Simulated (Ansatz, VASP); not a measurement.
# Hg: VASP beside Ansatz

```
CELL_PARAMETERS angstrom
-2.71253 2.88827 1.54915
2.88827 -2.71253 1.54915
2.87132 2.87132 -1.22729
ATOMIC_POSITIONS crystal
Hg 0.00652 0.99348 0.00000
Hg 0.74348 0.25652 0.50000
```

Alike in both runs: task single point; functional PBE; k mesh 12 × 12 × 8; occupations fermi-dirac, width 0.1 eV; no spin polarisation.

|  | VASP | Ansatz |
| --- | --- | --- |
| version | VASP 6.6.1 | Ansatz 0.2.0 |
| potentials or method | VASP PAW PBE potentials, release 64 (Hg), cutoff 520 eV | plane waves (420 eV) with PAW, scalar-relativistic |
| valence electrons in the cell | 24 | 40 |

Ansatz gave:

* pressure (GPa): 3.3
* traceless stress, the component that is largest in VASP (GPa): -0.50

Q: Which values does VASP return?

A: Pressure (GPa): 3.6; traceless stress, the component that is largest in VASP (GPa): -0.53.

VASP's potentials hold 24 valence electrons a cell and Ansatz's 40, so a difference there can come from the potentials and not from the codes.

Neither program's run includes spin-orbit coupling.
